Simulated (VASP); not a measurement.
A run of VASP 6.6.1:

Contents of INCAR:

```
PREC = Accurate
ENCUT = 520
EDIFF = 1E-6
ISMEAR = 0
SIGMA = 0.01
LREAL = F
LASPH = T
NELM = 60
ALGO = Normal
ISIF = 2
LWAVE = F
LCHARG = F
GGA = PE
NBANDS = 20
```

The input KPOINTS:

```
Automatic mesh
0
Gamma
  9 9 4
```

The input POSCAR:

```
Al2O3
1.0
    2.8292693869      0.0000000000      0.0000000000
   -1.4146346934      2.4502191632      0.0000000000
    0.0000000000      0.0000000000      7.3765572042
Al O
2 3
Direct
    0.3333333333      0.6666666667      0.1827987277
    0.6666666667      0.3333333333      0.8172012723
    0.0000000000      0.0000000000      0.0000000000
    0.3333333333      0.6666666667      0.7268084417
    0.6666666667      0.3333333333      0.2731915583
```

Potentials or basis: VASP PAW PBE potentials, release 64 (Al, O).

Run with:

```console
$ cat potpaw_PBE.64/Al/POTCAR potpaw_PBE.64/O/POTCAR > POTCAR
$ mpirun -np 1 vasp_std > vasp.out
```

Hardware: 1 thread of Intel Xeon 8259CL, with other jobs on the host.

Q: Estimate the wall time of this run.

A: Wall time 38 s on 1 thread of Intel Xeon 8259CL, with other jobs on the host, peak memory 0.19 GiB. Counts: scf iterations 15, k points 43.
